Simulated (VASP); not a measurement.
# WS2 (R3m) in VASP: notebook, part 2 of 2

VASP 6.6.1.

**5. Single point, PBE**

This run uses another cell than the first one: it holds 3 atoms, not 9.

Input file INCAR:

```
  PREC = Accurate
  ENCUT = 520
  EDIFF = 1E-7
  ISMEAR = 0
  SIGMA = 0.02
  LREAL = False
  LASPH = True
  NELM = 60
  ALGO = Normal
  ISIF = 2
  LWAVE = False
  LCHARG = False
  GGA = PE
  NBANDS = 20
```

Input file KPOINTS:

```
regular mesh
0
Gamma
  12 12 12
```

Input file POSCAR:

```
WS2
1.0
    1.5938736630      0.9202233884      7.4744493696
   -1.5938736630      0.9202233884      7.4744493696
    0.0000000000     -1.8404467768      7.4744493696
W S
1 2
Direct
    0.0006774491      0.0006774491      0.0006774491
    0.4040742703      0.4040742703      0.4040742703
    0.2639482806      0.2639482806      0.2639482806
```

Potentials or basis: VASP PAW PBE potentials, release 64 (W_sv, S).

Run with:

```sh
cat potpaw_PBE.64/W_sv/POTCAR potpaw_PBE.64/S/POTCAR > POTCAR
mpirun -np 1 vasp_std > vasp.out
```

OUTCAR:

```text
PREC = Accurate
   ENCUT = 520
   EDIFF = 1E-7
   ISMEAR = 0
   LREAL = False
   LASPH = True
   NELM = 60
   ISIF = 2
   GGA = PE

 ion  position               nearest neighbor table
   1  0.001  0.001  0.001-   3 2.42   3 2.42   3 2.42   2 2.42   2 2.42   2 2.42
   2  0.404  0.404  0.404-   1 2.42   1 2.42   1 2.42
   3  0.264  0.264  0.264-   1 2.42   1 2.42   1 2.42

  LATTYP: Found a trigonal (rhomboedric) cell.
 ALAT       =     7.6977034054
 COS(alpha) =     0.9142536905

  Lattice vectors:

 A1 = (   1.5938736630,   0.9202233884,   7.4744493696)
 A2 = (  -1.5938736630,   0.9202233884,   7.4744493696)
 A3 = (   0.0000000000,  -1.8404467768,   7.4744493696)

Analysis of symmetry for initial positions (statically):
=====================================================================
 Subroutine PRICEL returns:
 Original cell was already a primitive cell.

 Routine SETGRP: Setting up the symmetry group for a
 trigonal (rhombohedral) supercell.

 Subroutine GETGRP returns: Found  6 space group operations
 (whereof  6 operations were pure point group operations)
 out of a pool of 12 trial point group operations.

[... 164 lines left out ...]

 E-fermi :   4.8610     XC(G=0):  -9.4565

 val. band max:        4.6196030331   @ k =   0.5000   0.5000   0.5000
 cond. band min:       6.2685061598   @ k =  -0.3333   0.3333   0.0000
 fundamental gap:      1.6489031266
 Fermi energy:         4.8610495146

 k-point     1 :       0.0000    0.0000    0.0000
  band No.  band energies     occupation
      1     -69.5859      2.00000
      2     -33.8140      2.00000
      3     -33.6699      2.00000
      4     -33.6699      2.00000
      5     -10.2678      2.00000
      6      -8.6306      2.00000
[... 541 lines left out ...]
     19      12.9548      0.00000
     20      13.4964      0.00000

 [... further k-points ...]

------------------------ aborting loop because EDIFF is reached ----------------------------------------

  FORCE on cell =-STRESS in cart. coord.  units (eV):
  Direction    XX          YY          ZZ          XY          YZ          ZX
  --------------------------------------------------------------------------------------
  -------------------------------------------------------------------------------------
  Total       -0.0124878     -0.0124878     -0.0141488      0.0000000      0.0000000     -0.0000000
  in kB       -0.3041712     -0.3041712     -0.3446300      0.0000000      0.0000000     -0.0000000
  external PRESSURE =      -0.3176575 kB  Pullay stress =       0.0000000 kB

 VOLUME and BASIS-vectors are now :
 -----------------------------------------------------------------------------
  energy-cutoff  :      520.00
  volume of cell :       65.78
      direct lattice vectors                 reciprocal lattice vectors
     1.593873663  0.920223388  7.474449370     0.313701149  0.181115443  0.044596373
    -1.593873663  0.920223388  7.474449370    -0.313701149  0.181115443  0.044596373
     0.000000000 -1.840446777  7.474449370     0.000000000 -0.362230886  0.044596373

 POSITION                                       TOTAL-FORCE (eV/Angst)
 -----------------------------------------------------------------------------------
      0.00000      0.00000      0.01519         0.000000     -0.000000      0.000083
      0.00000      0.00000      9.06070         0.000000      0.000000      0.004008
      0.00000      0.00000      5.91860         0.000000     -0.000000     -0.004091
 -----------------------------------------------------------------------------------
    total drift:                               -0.000000      0.000000     -0.000012

  FREE ENERGIE OF THE ION-ELECTRON SYSTEM (eV)
  ---------------------------------------------------
  free  energy   TOTEN  =       -23.6817781238 eV

  energy  without entropy=      -23.6817781238  energy(sigma->0) =      -23.68177812
```

OSZICAR:

```text
N       E                     dE             d eps       ncg     rms          rms(c)
DAV:   1     0.201944687879E+03    0.20194E+03   -0.12819E+04  7568   0.125E+03
DAV:   2    -0.139658710076E+02   -0.21591E+03   -0.20884E+03  9120   0.332E+02
DAV:   3    -0.249055515842E+02   -0.10940E+02   -0.10830E+02  9584   0.708E+01
DAV:   4    -0.250907640605E+02   -0.18521E+00   -0.18508E+00  9364   0.100E+01
DAV:   5    -0.250949016378E+02   -0.41376E-02   -0.41374E-02  9568   0.153E+00    0.259E+01
DAV:   6    -0.238725258431E+02    0.12224E+01   -0.67437E+00  8324   0.173E+01    0.106E+01
DAV:   7    -0.237336335455E+02    0.13889E+00   -0.14489E+00  8344   0.676E+00    0.540E+00
DAV:   8    -0.236827420598E+02    0.50891E-01   -0.26867E-01  9064   0.348E+00    0.106E+00
DAV:   9    -0.236820026616E+02    0.73940E-03   -0.11956E-02  9256   0.742E-01    0.517E-01
DAV:  10    -0.236817842445E+02    0.21842E-03   -0.43316E-03  8980   0.447E-01    0.905E-02
DAV:  11    -0.236817403388E+02    0.43906E-04   -0.56228E-04  8740   0.158E-01    0.596E-02
DAV:  12    -0.236817755458E+02   -0.35207E-04   -0.11831E-04  8308   0.808E-02    0.204E-02
DAV:  13    -0.236817773880E+02   -0.18422E-05   -0.37253E-05  8204   0.439E-02    0.602E-03
DAV:  14    -0.236817779670E+02   -0.57904E-06   -0.31086E-06  9332   0.110E-02    0.468E-03
DAV:  15    -0.236817781104E+02   -0.14338E-06   -0.40442E-07  7888   0.451E-03    0.109E-03
DAV:  16    -0.236817781238E+02   -0.13400E-07   -0.45434E-08  6008   0.144E-03
   1 F= -.23681778E+02 E0= -.23681778E+02  d E =-.331433E-68
```

It took 7 min on 1 thread of Intel Xeon 6975P-C (Granite Rapids), shared host; peak memory 0.63 GiB.

What came out:

```
Free energy            : -23.6818 eV
Pressure               : 0.0 GPa
Largest force          : 0.004 eV/Å
Band gap on the k mesh : 1.65 eV (least direct gap 1.81 eV)
```

Forces on the atoms (eV/Å):
```
W    0.000  0.000  0.000
S    0.000  0.000  0.004
S    0.000  0.000 -0.004
```

Levels at points of the mesh, in eV from the valence-band top:
```
           k point  band 9  band 10  band 11  band 12  band 13  band 14  band 15  band 16  band 17  band 18
(0.00, 0.00, 0.00)   -3.00    -2.00    -1.78    -1.78    -0.40     2.70     2.70     2.86     2.86     4.86
(0.50, 0.00, 0.00)   -4.59    -3.56    -2.26    -1.44    -1.11     2.67     3.09     3.94     4.51     4.84
(0.50, 0.50, 0.00)   -4.55    -3.55    -2.35    -1.45    -1.07     2.67     3.13     3.80     4.55     5.06
(0.50, 0.50, 0.50)   -3.00    -2.53    -1.78    -1.78     0.00     2.71     2.71     2.85     2.85     5.22
```

Caveat: spin-orbit coupling is left out, which moves the levels of the heavy elements. A k mesh can miss the band edges.

**6. The runs side by side**

| cell | k mesh | smearing | gap on the mesh (eV) | pressure (GPa) |
| --- | --- | --- | --- | --- |
| a = 3.236, b = 3.236, c = 22.760 Å, angles 90.0, 90.0, 120.0°, 9 atoms, atomic positions A | 12 × 12 × 2 | gaussian 0.02 eV | 1.30 | -2.2 |
| a = 3.283, b = 3.283, c = 23.096 Å, angles 90.0, 90.0, 120.0°, 9 atoms, atomic positions B | 12 × 12 × 2 | gaussian 0.02 eV | 0.99 | -4.1 |
| a = 5.521, b = 7.698, c = 8.434 Å, angles 85.5, 70.9, 76.2°, 15 atoms, atomic positions C | 1 × 1 × 1 | gaussian 0.01 eV | - | -0.5 |
| a = 7.698 Å, angles 23.9°, 3 atoms, atomic positions D | 12 × 12 × 12 | gaussian 0.02 eV | 1.65 | 0.0 |

Alike in all rows: task single point; level PBE; potentials or basis VASP PAW PBE potentials, release 64 (W_sv, S); no spin polarisation; cutoff (eV) 520.

Caveats: some runs use coarse meshes; spin-orbit coupling is left out, which moves the levels of the heavy elements; this functional lacks dispersion, which binds the layers, so the pressure and a relaxed spacing across them are unreliable (at least some runs); the cell stands under tension (at least some runs).

Total energies depend on the potentials used, so only differences within one code and one set of settings carry meaning.
